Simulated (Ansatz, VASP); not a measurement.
## Mn: VASP beside Ansatz

```
Mn
1.0
     2.09788   -4.06848    0.00000
     2.09788    4.06848    0.00000
     0.00000    0.00000    2.55570
Mn
4
Direct
  0.61706 0.38294 0.50047
  0.11706 0.88294 0.99953
  0.38294 0.61706 0.49953
  0.88294 0.11706 0.00047
```

Alike in both runs: functional PBEsol; k mesh 6 × 6 × 6; occupations gaussian, width 0.1 eV; no spin polarisation.

Ansatz relaxed the structure, and its values are those at the end. VASP's run is a single point on that final structure, the one shown.

|  | VASP | Ansatz |
| --- | --- | --- |
| version | VASP 6.6.1 | Ansatz 0.2.0 |
| potentials or method | VASP PAW PBE potentials, release 64 (Mn_pv), cutoff 520 eV | scalar-relativistic, plane waves, PAW |
| valence electrons in the cell | 52 | 60 |

|  | VASP | Ansatz | Ansatz less VASP |
| --- | --- | --- | --- |
| gap on the k mesh at the Fermi level (eV) | none | none | - |
| pressure (GPa) | 3.4 | 0.2 | -3.24 |
| rms of the force components (eV/Å) | 0.461 | 0.014 | -0.4476 |

VASP's potentials were made for PBE, not for PBEsol. A gap of «none» marks a metal or a gap that the smearing closes. VASP's potentials hold 52 valence electrons a cell and Ansatz's 60, so a difference there can come from the potentials and not from the codes.

The k mesh is coarse, so the values compare programs but aren't converged.
